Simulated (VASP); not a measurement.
## TiO2: single point with r2SCAN+U

Crystal: TiO2.

```
Ti O
1.0
     4.60193    0.00000    0.00000
     0.00000    5.56428    0.00000
     0.00000    0.00000    4.90619
Ti O
4 8
Direct
  0.50000 0.67086 0.75000
  0.00000 0.82914 0.25000
  0.50000 0.32914 0.25000
  0.00000 0.17086 0.75000
  0.72716 0.61661 0.08163
  0.22716 0.88339 0.91837
  0.77284 0.88339 0.58163
  0.27284 0.61661 0.41837
  0.72716 0.38339 0.58163
  0.22716 0.11661 0.41837
  0.77284 0.11661 0.08163
  0.27284 0.38339 0.91837
```

| Item | Value |
| --- | --- |
| Program | VASP 6.6.1 |
| Task | single point |
| Functional | r2SCAN |
| Potentials or basis | VASP PAW PBE potentials, release 64 (Ti_sv, O) |
| Cutoff | 520 eV |
| k mesh | 6 × 4 × 6 |
| Occupations | gaussian, width 0.02 eV |
| Spin | no spin polarisation |
| Hubbard terms | Ti d U = 4.0 eV |
| Dipole correction | no |
| Further INCAR settings | ALGO = Normal; EDIFF = 1e-06; NBANDS = 60 |

- Pressure: 3.0 GPa
- Largest force: 0.315 eV/Å
- Band gap on the k mesh: 3.48 eV (least direct gap 3.50 eV)

Forces in eV/Å, atoms in the order of the input:
```
Ti   0.000 -0.315  0.000
Ti   0.000  0.315  0.000
Ti   0.000  0.315  0.000
Ti   0.000 -0.315  0.000
O   -0.005 -0.164  0.028
O   -0.005  0.164 -0.028
O    0.005  0.164  0.028
O    0.005 -0.164 -0.028
O   -0.005  0.164  0.028
O   -0.005 -0.164 -0.028
O    0.005 -0.164  0.028
O    0.005  0.164 -0.028
```

Stress tensor (GPa, compression positive):
```
2.29 0.00 0.00
0.00 0.82 0.00
0.00 0.00 5.92
```

Levels at points of the mesh, in eV from the valence-band top:
```tsv
k point	band 46	band 47	band 48	band 49	band 50	band 51
(0.00, 0.00, 0.00)	-0.32	-0.02	0.00	3.50	3.57	3.63
(0.50, 0.00, 0.00)	-0.38	-0.21	-0.21	3.94	3.94	4.15
(0.00, 0.50, 0.00)	-1.16	-0.13	-0.13	3.74	3.74	4.06
(0.50, 0.50, 0.00)	-0.53	-0.33	-0.33	3.78	3.78	3.87
(0.00, 0.00, 0.50)	-0.39	-0.29	-0.29	3.48	3.48	3.94
(0.50, 0.00, 0.50)	-0.49	-0.49	-0.49	3.81	3.81	3.81
(0.00, 0.50, 0.50)	-0.42	-0.42	-0.42	3.81	3.81	3.81
(0.50, 0.50, 0.50)	-0.77	-0.77	-0.77	3.78	3.78	3.78
```

Eigenvalues of the final occupation matrices:
```
    site  spin  trace               eigenvalues
site 1 d     1   0.76  0.08 0.09 0.10 0.24 0.25
site 1 d     2   0.76  0.08 0.09 0.10 0.24 0.25
site 2 d     1   0.76  0.08 0.09 0.10 0.24 0.25
site 2 d     2   0.76  0.08 0.09 0.10 0.24 0.25
site 3 d     1   0.76  0.08 0.09 0.10 0.24 0.25
site 3 d     2   0.76  0.08 0.09 0.10 0.24 0.25
site 4 d     1   0.76  0.08 0.09 0.10 0.24 0.25
site 4 d     2   0.76  0.08 0.09 0.10 0.24 0.25
```

Run time: 16 min on 4 MPI ranks on Oxide Virtual Turin-like Processor (shared host), peak memory 0.38 GiB a rank.

Caveat: the stress differs along the axes, from 1 to 6 GPa; the PAW data sets were made with another functional, which shifts forces and pressure a little. A k mesh can miss the band edges.
